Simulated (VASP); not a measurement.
# LiF (Griceite) (Fm-3m) in VASP: further runs

The runs below take LiF (Griceite) through single point, with PBE.

All numbers are computed with VASP 6.6.1; they aren't measurements. Logs are shortened: lines on timing, memory, paths and dates and some standing lists are left out, and cuts for length are marked.

## Step 1: The cell of the first run

It takes space group Fm-3m (No. 225, cubic). Conventional cell: a = 4.028 Å, b = 4.028 Å, c = 4.028 Å, α = 90.00°, β = 90.00°, γ = 90.00°. F (site symmetry m-3m) has 6 Li at 2.01 Å within 2.7 Å. Within 2.7 Å of Li (site symmetry m-3m) lie 6 F at 2.01 Å.

## Step 2: Single point, PBE

INCAR

```
ALGO = Normal ; EDIFF = 1E-7
ENCUT = 520 ; GGA = PE
ISIF = 2 ; ISMEAR = -1
LASPH = T ; LCHARG = F
LREAL = F ; LWAVE = F
NBANDS = 12 ; NELM = 80
PREC = Accurate ; SIGMA = 0.05
```

KPOINTS

```
k-points
0
Gamma
  11 11 11
```

POSCAR

```
LiF
1.0
    0.0000000000      2.0140000000      2.0140000000
    2.0140000000      0.0000000000      2.0140000000
    2.0140000000      2.0140000000      0.0000000000
F Li
1 1
Direct
    0.5000000000      0.5000000000      0.5000000000
    0.0000000000      0.0000000000      0.0000000000
```

Potentials or basis: VASP PAW PBE potentials, release 64 (F, Li_sv).

Command:

```sh
cat potpaw_PBE.64/F/POTCAR potpaw_PBE.64/Li_sv/POTCAR > POTCAR
mpirun -np 1 vasp_std > vasp.out
```

OUTCAR:

```text
EDIFF = 1E-7
   ENCUT = 520
   GGA = PE
   ISIF = 2
   ISMEAR = -1
   LASPH = T
   LREAL = F
   NELM = 80
   PREC = Accurate

 ion  position               nearest neighbor table
   1  0.500  0.500  0.500-   2 2.01   2 2.01   2 2.01   2 2.01   2 2.01   2 2.01
   2  0.000  0.000  0.000-   1 2.01   1 2.01   1 2.01   1 2.01   1 2.01   1 2.01

  LATTYP: Found a face centered cubic cell.
 ALAT       =     4.0280000000

  Lattice vectors:

 A1 = (   0.0000000000,   2.0140000000,   2.0140000000)
 A2 = (   2.0140000000,   0.0000000000,   2.0140000000)
 A3 = (   2.0140000000,   2.0140000000,   0.0000000000)

Analysis of symmetry for initial positions (statically):
=====================================================================
 Subroutine PRICEL returns:
 Original cell was already a primitive cell.

 Routine SETGRP: Setting up the symmetry group for a
 face centered cubic supercell.

 Subroutine GETGRP returns: Found 48 space group operations
 (whereof 48 operations were pure point group operations)
 out of a pool of 48 trial point group operations.

The static configuration has the point symmetry O_h .

Analysis of symmetry for dynamics (positions and initial velocities):
=====================================================================
 Subroutine PRICEL returns:
 Original cell was already a primitive cell.

 Routine SETGRP: Setting up the symmetry group for a
 face centered cubic supercell.

 Subroutine GETGRP returns: Found 48 space group operations
 (whereof 48 operations were pure point group operations)
 out of a pool of 48 trial point group operations.

The dynamic configuration has the point symmetry O_h .

 Subroutine INISYM returns: Found 48 space group operations
 (whereof 48 operations are pure point group operations),
 and found     1 'primitive' translations

----------------------------------------------------------------------------------------

                                     Primitive cell

  volume of cell :      16.3384

  direct lattice vectors                    reciprocal lattice vectors
     0.000000000  2.014000000  2.014000000    -0.248262165  0.248262165  0.248262165
     2.014000000  0.000000000  2.014000000     0.248262165 -0.248262165  0.248262165
     2.014000000  2.014000000  0.000000000     0.248262165  0.248262165 -0.248262165

  length of vectors
     2.848226115  2.848226115  2.848226115     0.430002683  0.430002683  0.430002683

  position of ions in fractional coordinates (direct lattice)
     0.500000000  0.500000000  0.500000000
     0.000000000  0.000000000  0.000000000

  ion indices of the primitive-cell ions
   primitive index   ion index
                 1           1
                 2           2

----------------------------------------------------------------------------------------

 KPOINTS: k-points

Automatic generation of k-mesh.
 Grid dimensions read from file:
 generate k-points for:   11   11   11

 Generating k-lattice:

  Cartesian coordinates                     Fractional coordinates (reciprocal lattice)
    -0.022569288  0.022569288  0.022569288     0.090909091  0.000000000  0.000000000
     0.022569288 -0.022569288  0.022569288     0.000000000  0.090909091  0.000000000
     0.022569288  0.022569288 -0.022569288     0.000000000  0.000000000  0.090909091

  Length of vectors
     0.039091153  0.039091153  0.039091153

  Shift w.r.t. Gamma in fractional coordinates (k-lattice)
     0.000000000  0.000000000  0.000000000

 Subroutine IBZKPT returns following result:
 ===========================================

 Found     56 irreducible k-points:

 Following reciprocal coordinates:
            Coordinates               Weight
  0.000000  0.000000  0.000000      1.000000
  0.090909  0.000000  0.000000      8.000000
  0.181818  0.000000  0.000000      8.000000
  0.272727  0.000000  0.000000      8.000000
  0.363636  0.000000  0.000000      8.000000
  0.454545  0.000000  0.000000      8.000000
[... 16 lines left out ...]
 -0.272727  0.181818  0.000000     24.000000
 -0.181818  0.181818  0.000000     12.000000
 [... further k-points ...]
   k-points           NKPTS =     56   k-points in BZ     NKDIM =     56   number of bands    NBANDS=     12
   number of dos      NEDOS =    301   number of ions     NIONS =      2
   total plane-waves  NPLWV =  13824
   dimension x,y,z NGX =    24 NGY =   24 NGZ =   24
   dimension x,y,z NGXF=    48 NGYF=   48 NGZF=   48
   ions per type =               1   1
   NGX,Y,Z   is equivalent  to a cutoff of  14.01, 14.01, 14.01 a.u.
   NGXF,Y,Z  is equivalent  to a cutoff of  28.02, 28.02, 28.02 a.u.
 SYSTEM =  unknown system
   PREC   = accura    normal or accurate (medium, high low for compatibility)
   ISTART =      0    job   : 0-new  1-cont  2-samecut
   ICHARG =      2    charge: 1-file 2-atom 10-const
   ISPIN  =      1    spin polarized calculation?
   LNONCOLLINEAR =      F non collinear calculations
   LSORBIT =      F    spin-orbit coupling
   LASPH  =      T    aspherical Exc in radial PAW
   ENCUT  =  520.0 eV  38.22 Ry    6.18 a.u.   5.30  5.30  5.30*2*pi/ulx,y,z
   NELM   =     80;   NELMIN=  2; NELMDL= -5     # of ELM steps
   EDIFF  = 0.1E-06   stopping-criterion for ELM
   LREAL  =      F    real-space projection
   EDIFFG = 0.1E-05   stopping-criterion for IOM
   NSW    =      0    number of steps for IOM
   IBRION =     -1    ionic relax: 0-MD 1-quasi-New 2-CG
   NFREE  =      0    steps in history (QN), initial steepest desc. (CG)
   ISIF   =      2    stress and relaxation
   ISYM   =      2    0-nonsym 1-usesym 2-fastsym
   POTIM  = 0.5000    time-step for ionic-motion
   TEBEG  =    0.0;   TEEND  =   0.0 temperature during run
   PSTRESS=    0.0 pullay stress
   NELECT =      10.0000    total number of electrons
   NUPDOWN=      -1.0000    fix difference up-down
   EMIN   =  10.00;   EMAX   =-10.00  energy-range for DOS
   EFERMI =   0.00;   METHOD = LEGACY
   ISMEAR =    -1;   SIGMA  =   0.05  broadening in eV -4-tet -1-fermi 0-gaus
   EFERMI_NEDOS =   21; number of points for ismear=-14 and -15
   IALGO  =     38    algorithm
   IMIX   =      4    mixing-type and parameters
     AMIX     =   0.40;   BMIX     =  1.00
     AMIX_MAG =   1.60;   BMIX_MAG =  1.00
  volume/ion in A,a.u.               =       8.17        55.13
  Fermi-wavevector in a.u.,A,eV,Ry     =   1.389970  2.626662 26.286674  1.932016
  Thomas-Fermi vector in A             =   2.513950
   LORBIT       =      0    0 simple, 1 ext, 2 COOP (PROOUT), +10 PAW based schemes
   GGA     = PE    functional components
   LHFCALC =     F    Hartree Fock is set to
   AEXX    =    0.0000 exact exchange contribution
   IVDW    =     0    specifies the selected vdW correction
   LEPSILON=     F    determine dielectric tensor
   LRPA    =     F    only Hartree local field effects (RPA)
 non-spin polarized calculation
  energy-cutoff  :      520.00
  volume of cell :       16.34
 maximum number of plane-waves:       459
 NGX is ok and might be reduce to    24
   NGX = 11   NGY = 11   NGZ = 11

 number of electron      10.0000000 magnetization

 number of electron       9.9999992 magnetization

 Free energy of the ion-electron system (eV)
  ---------------------------------------------------
  ext. energy  EPLUGINS =         0.00000000
  ---------------------------------------------------
  free energy    TOTEN  =        -9.63756015 eV

  energy without entropy =       -9.63756015  energy(sigma->0) =       -9.63756015

 E-fermi :   0.1623     XC(G=0):  -9.9825

 val. band max:       -1.0187463544   @ k =   0.0000   0.0000   0.0000
 cond. band min:       8.0685264162   @ k =   0.0000   0.0000   0.0000
 fundamental gap:      9.0872727706
 Fermi energy:         0.1623331417

 k-point     1 :       0.0000    0.0000    0.0000
  band No.  band energies     occupation
      1     -41.9388      2.00000
      2     -20.9937      2.00000
      3      -1.0187      2.00000
      4      -1.0187      2.00000
      5      -1.0187      2.00000
      6       8.0685      0.00000
      7      22.9474      0.00000
      8      22.9474      0.00000
      9      22.9474      0.00000
     10      23.3054      0.00000
     11      23.3054      0.00000
     12      23.3054      0.00000

 k-point     2 :       0.0909    0.0000    0.0000
  band No.  band energies     occupation
      1     -41.9340      2.00000
      2     -20.9606      2.00000
      3      -1.2589      2.00000
      4      -1.0379      2.00000
      5      -1.0379      2.00000
      6       8.3151      0.00000
      7      20.5254      0.00000
      8      21.8295      0.00000
      9      21.8295      0.00000
     10      24.2419      0.00000
     11      24.2419      0.00000
     12      24.3244      0.00000

 k-point     3 :       0.1818    0.0000    0.0000
  band No.  band energies     occupation
      1     -41.9216      2.00000
      2     -20.8723      2.00000
      3      -1.8554      2.00000
      4      -1.0882      2.00000
      5      -1.0882      2.00000
      6       8.8892      0.00000
      7      18.1782      0.00000
      8      20.4618      0.00000
      9      20.4618      0.00000
     10      25.1627      0.00000
     11      25.4288      0.00000
     12      25.4288      0.00000
[... 286 lines left out ...]
 k-point    23 :      -0.2727    0.1818    0.0000
  band No.  band energies     occupation
      1     -41.8866      2.00000
      2     -20.5873      2.00000
      3      -2.8957      2.00000
      4      -1.9997      2.00000
      5      -1.1963      2.00000
      6      10.5969      0.00000
      7      15.1922      0.00000
      8      18.5429      0.00000
      9      18.5698      0.00000
     10      27.2806      0.00000
     11      27.3715      0.00000
     12      28.8868      0.00000

 k-point    24 :      -0.1818    0.1818    0.0000
  band No.  band energies     occupation
      1     -41.9001      2.00000
      2     -20.7027      2.00000
      3      -2.4743      2.00000
      4      -1.7328      2.00000
      5      -1.0937      2.00000
      6       9.9765      0.00000
      7      16.0875      0.00000
      8      18.9667      0.00000
      9      19.2461      0.00000
     10      25.7370      0.00000
     11      26.1526      0.00000
     12      29.0894      0.00000

 [... further k-points ...]
[... 5 lines left out ...]
  --------------------------------------------------------------------------------------
  -------------------------------------------------------------------------------------
  Total        0.1706377      0.1706377      0.1706377      0.0000000      0.0000000      0.0000000
  in kB       16.7331287     16.7331287     16.7331287      0.0000000      0.0000000      0.0000000
  external PRESSURE =      16.7331287 kB  Pullay stress =       0.0000000 kB

 VOLUME and BASIS-vectors are now :
 -----------------------------------------------------------------------------
  energy-cutoff  :      520.00
  volume of cell :       16.34
      direct lattice vectors                 reciprocal lattice vectors
     0.000000000  2.014000000  2.014000000    -0.248262165  0.248262165  0.248262165
     2.014000000  0.000000000  2.014000000     0.248262165 -0.248262165  0.248262165
     2.014000000  2.014000000  0.000000000     0.248262165  0.248262165 -0.248262165

 POSITION                                       TOTAL-FORCE (eV/Angst)
 -----------------------------------------------------------------------------------
      2.01400      2.01400      2.01400         0.000000      0.000000      0.000000
      0.00000      0.00000      0.00000        -0.000000     -0.000000      0.000000
 -----------------------------------------------------------------------------------
    total drift:                               -0.000000     -0.000000      0.000000

  FREE ENERGIE OF THE ION-ELECTRON SYSTEM (eV)
  ---------------------------------------------------
  free  energy   TOTEN  =        -9.6375601541 eV

  energy  without entropy=       -9.6375601541  energy(sigma->0) =       -9.63756015
```

It took 7 s on 1 thread of Intel Xeon Platinum 8259CL at 2.50GHz (Skylake/Cascade Lake), shared host; peak memory 0.13 GiB.

What came out:

| Item | Value |
| --- | --- |
| Free energy | -9.6376 eV |
| Band gap on the k mesh | 9.09 eV, direct |

Caveat: the cutoff is under 1.25 times the usual one of these potentials, so pressure, stress and relaxed cells hold a basis-set (Pulay) error. A k mesh can miss the band edges.

## Step 3: Single point, PBE

This run uses another cell than the first one, of 7.68 Å³/atom, 0.940 times its volume.

INCAR

```
PREC = Accurate
ENCUT = 520
EDIFF = 1E-6
ISMEAR = -1
SIGMA = 0.05
LREAL = False
LASPH = True
NELM = 60
ALGO = Normal
ISIF = 2
LWAVE = False
LCHARG = True
GGA = PE
LELF = True
LVHAR = True
NBANDS = 12
```

KPOINTS

```
regular mesh
0
Gamma
  11 11 11
```

POSCAR

```
LiF
1.0
    0.0000000000      1.9728864230      1.9728864230
    1.9728864230      0.0000000000      1.9728864230
    1.9728864230      1.9728864230      0.0000000000
F Li
1 1
Direct
    0.5000000000      0.5000000000      0.5000000000
    0.0000000000      0.0000000000      0.0000000000
```

Potentials or basis: VASP PAW PBE potentials, release 64 (F, Li_sv).

Command:

```sh
cat potpaw_PBE.64/F/POTCAR potpaw_PBE.64/Li_sv/POTCAR > POTCAR
mpirun -np 1 vasp_std > vasp.out
```

Run time: 4 s. Hardware: 1 thread of Intel Xeon 6975P-C (Granite Rapids), shared host; peak memory 0.13 GiB.

The run converged. Its results:

```
Free energy            : -9.6086 eV
Band gap on the k mesh : 9.66 eV, direct
```

Levels at points of the mesh, in eV from the valence-band top:
```csv
k point,band 1,band 2,band 3,band 4,band 5,band 6,band 7,band 8,band 9,band 10
"(0.00, 0.00, 0.00)",-40.79,-20.15,0.00,0.00,0.00,9.66,24.80,24.80,24.80,24.94
```

Caveat: the cutoff is under 1.25 times the usual one of these potentials, so pressure, stress and relaxed cells hold a basis-set (Pulay) error.

## Step 4: Single point, PBE

This run uses another cell than the first one, of 8.66 Å³/atom, 1.060 times its volume.

INCAR

```
SYSTEM = LiF
PREC = Accurate
ENCUT = 520
EDIFF = 1E-6
ISMEAR = -1
SIGMA = 0.05
LREAL = .FALSE.
LASPH = .TRUE.
NELM = 60
ALGO = Normal
ISIF = 2
LWAVE = .FALSE.
LCHARG = .FALSE.
GGA = PE
NBANDS = 12
```

KPOINTS

```
regular mesh
0
G
  11 11 11
  0 0 0
```

POSCAR

```
LiF
1.0
    0.0000000000      2.0535002244      2.0535002244
    2.0535002244      0.0000000000      2.0535002244
    2.0535002244      2.0535002244      0.0000000000
F Li
1 1
Direct
    0.5000000000      0.5000000000      0.5000000000
    0.0000000000      0.0000000000      0.0000000000
```

Potentials or basis: VASP PAW PBE potentials, release 64 (F, Li_sv).

Command:

```sh
cat potpaw_PBE.64/F/POTCAR potpaw_PBE.64/Li_sv/POTCAR > POTCAR
mpirun -np 1 vasp_std > vasp.out
```

OUTCAR:

```text
SYSTEM = LiF
   PREC = Accurate
   ENCUT = 520
   EDIFF = 1E-6
   ISMEAR = -1
   LREAL = .FALSE.
   LASPH = .TRUE.
   NELM = 60
   ISIF = 2
   GGA = PE

 ion  position               nearest neighbor table
   1  0.500  0.500  0.500-   2 2.05   2 2.05   2 2.05   2 2.05   2 2.05   2 2.05
   2  0.000  0.000  0.000-   1 2.05   1 2.05   1 2.05   1 2.05   1 2.05   1 2.05

  LATTYP: Found a face centered cubic cell.
 ALAT       =     4.1070004488

  Lattice vectors:

[... 537 lines left out ...]
      6       9.1655      0.00000
      7      15.3122      0.00000
      8      17.9767      0.00000
      9      18.3740      0.00000
     10      24.7336      0.00000
     11      25.0078      0.00000
     12      27.8324      0.00000

 [... further k-points ...]
[... 5 lines left out ...]
  --------------------------------------------------------------------------------------
  -------------------------------------------------------------------------------------
  Total       -0.2459451     -0.2459451     -0.2459451      0.0000000      0.0000000     -0.0000000
  in kB      -22.7527855    -22.7527855    -22.7527855      0.0000000      0.0000000     -0.0000000
  external PRESSURE =     -22.7527855 kB  Pullay stress =       0.0000000 kB

 VOLUME and BASIS-vectors are now :
 -----------------------------------------------------------------------------
  energy-cutoff  :      520.00
  volume of cell :       17.32
      direct lattice vectors                 reciprocal lattice vectors
     0.000000000  2.053500224  2.053500224    -0.243486703  0.243486703  0.243486703
     2.053500224  0.000000000  2.053500224     0.243486703 -0.243486703  0.243486703
     2.053500224  2.053500224  0.000000000     0.243486703  0.243486703 -0.243486703

 POSITION                                       TOTAL-FORCE (eV/Angst)
 -----------------------------------------------------------------------------------
      2.05350      2.05350      2.05350         0.000000      0.000000      0.000000
      0.00000      0.00000      0.00000        -0.000000     -0.000000     -0.000000
 -----------------------------------------------------------------------------------
    total drift:                               -0.000000     -0.000000      0.000000

  FREE ENERGIE OF THE ION-ELECTRON SYSTEM (eV)
  ---------------------------------------------------
  free  energy   TOTEN  =        -9.6381260455 eV

  energy  without entropy=       -9.6381260455  energy(sigma->0) =       -9.63812605
```

OSZICAR:

```text
N       E                     dE             d eps       ncg     rms          rms(c)
DAV:   1     0.317334586864E+02    0.31733E+02   -0.52353E+03  1392   0.830E+02
DAV:   2    -0.898861811459E+01   -0.40722E+02   -0.39776E+02  1624   0.185E+02
DAV:   3    -0.101411689862E+02   -0.11526E+01   -0.11503E+01  1744   0.274E+01
DAV:   4    -0.101520469293E+02   -0.10878E-01   -0.10877E-01  1568   0.285E+00
DAV:   5    -0.101521765010E+02   -0.12957E-03   -0.12957E-03  1736   0.227E-01    0.455E+00
DAV:   6    -0.962668901162E+01    0.52549E+00   -0.26157E+00  1508   0.984E+00    0.144E+00
DAV:   7    -0.963088884897E+01   -0.41998E-02   -0.17159E-02  1808   0.116E+00    0.873E-01
DAV:   8    -0.963799960732E+01   -0.71108E-02   -0.16214E-02  1668   0.131E+00    0.115E-01
DAV:   9    -0.963802969069E+01   -0.30083E-04   -0.93932E-04  1604   0.274E-01    0.444E-02
DAV:  10    -0.963812230502E+01   -0.92614E-04   -0.15320E-04  1528   0.934E-02    0.141E-02
DAV:  11    -0.963812575234E+01   -0.34473E-05   -0.57559E-06  1760   0.230E-02    0.148E-03
DAV:  12    -0.963812604549E+01   -0.29315E-06   -0.61048E-07  1544   0.694E-03
   1 F= -.96381260E+01 E0= -.96381260E+01  d E =-.330907E-10
```

stdout:

```text
POSCAR found type information on POSCAR F Li
 POSCAR found :  2 types and       2 ions
 scaLAPACK will be used
 LDA part: xc-table for (Slater+PW92), standard interpolation
 POSCAR, INCAR and KPOINTS ok, starting setup
 FFT: planning ... GRIDC
 FFT: planning ... GRID_SOFT
 FFT: planning ... GRID
 WAVECAR not read
 entering main loop
```

Wall time 4 s (1 thread of Intel Xeon 6975P-C (Granite Rapids), shared host); peak memory 0.13 GiB.

Results:

- Free energy: -9.6381 eV
- Band gap on the k mesh: 8.59 eV, direct

Caveat: the cutoff is under 1.25 times the usual one of these potentials, so pressure, stress and relaxed cells hold a basis-set (Pulay) error. As with any semilocal functional, this PBE gap is likely too small.

## Step 5: Summary

```tsv
cell	gap on the mesh (eV)
a = 2.848 Å, angles 60.0°, 2 atoms	9.09
a = 2.790 Å, angles 60.0°, 2 atoms	9.66
a = 2.904 Å, angles 60.0°, 2 atoms	8.59
```

Alike in all rows: task single point; level PBE; potentials or basis VASP PAW PBE potentials, release 64 (F, Li_sv); no spin polarisation; k mesh 11 × 11 × 11; cutoff (eV) 520; smearing fermi-dirac 0.05 eV.

Caveats: the cutoff is under 1.25 times the usual one of these potentials, so pressure, stress and relaxed cells hold a basis-set (Pulay) error.

Absolute energies hang on the potentials; compare differences alone.
